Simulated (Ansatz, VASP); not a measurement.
## BN: VASP beside Ansatz

File INCAR:

```
SYSTEM = BN
  PREC = Accurate
  ENCUT = 520
  EDIFF = 1E-7
  ISMEAR = 0
  SIGMA = 0.02
  LREAL = .FALSE.
  LASPH = .TRUE.
  NELM = 60
  ALGO = Normal
  ISIF = 2
  LWAVE = .FALSE.
  LCHARG = .FALSE.
  GGA = PE
  NBANDS = 16
```

The input KPOINTS:

```
Automatic mesh
0
G
  12 12 4
  0 0 0
```

POSCAR

```
BN
1.0
    2.5039917043      0.0000000000      0.0000000000
   -1.2519958522      2.1685204268      0.0000000000
    0.0000000000      0.0000000000      6.6612000000
B N
2 2
Direct
    0.3333333333      0.6666666667      0.2500000000
    0.6666666667      0.3333333333      0.7500000000
    0.3285319513      0.5575507935      0.7894673632
    0.6666666667      0.3333333333      0.2500000000
```

Input for Ansatz:

```yaml
crystal:
  lattice:
    - [2.5039917043, 0.0, 0.0]
    - [-1.2519958522, 2.1685204268, 0.0]
    - [0.0, 0.0, 6.6612]
  atoms:
    - { symbol: B, position: [0.3333333333, 0.6666666667, 0.25] }
    - { symbol: B, position: [0.6666666667, 0.3333333333, 0.75] }
    - { symbol: "N", position: [0.3285319513, 0.5575507935, 0.7894673632] }
    - { symbol: "N", position: [0.6666666667, 0.3333333333, 0.25] }
basis:
  ecutwfc: 420
kpoints:
  mp_grid: { grid: [12, 12, 4] }
hamiltonian:
  xc: pbe
scf:
  occupations: { method: gaussian, width: 0.02 }
output:
  forces: true
  stress: true
  eigenvalues: true
```

Change from the starting cell: one atom moved.

Alike in both runs: task single point; functional PBE; k mesh 12 × 12 × 4; occupations gaussian, width 0.02 eV; no spin polarisation.

```csv
,VASP,Ansatz
version,VASP 6.6.1,Ansatz 0.2.0
potentials or method,"VASP PAW PBE potentials, release 64 (B, N), cutoff 520 eV","scalar-relativistic, plane waves, PAW"
valence electrons in the cell,16,16
```

Ansatz gave:

```
gap on the k mesh at the Fermi level (eV)                     : 1.56
least direct gap on the mesh (eV)                             : 2.73
pressure (GPa)                                                : 13.1
traceless stress, the component that is largest in VASP (GPa) : 17.26
rms of the force components (eV/Å)                            : 4.350
```

Question: Estimate VASP's values.

Answer: gap on the k mesh at the Fermi level (eV): 1.56; least direct gap on the mesh (eV): 2.73; pressure (GPa): 13.1; traceless stress, the component that is largest in VASP (GPa): 17.38; rms of the force components (eV/Å): 4.350.

Atom by atom the forces differ by 0.006 eV/Å (rms over components).
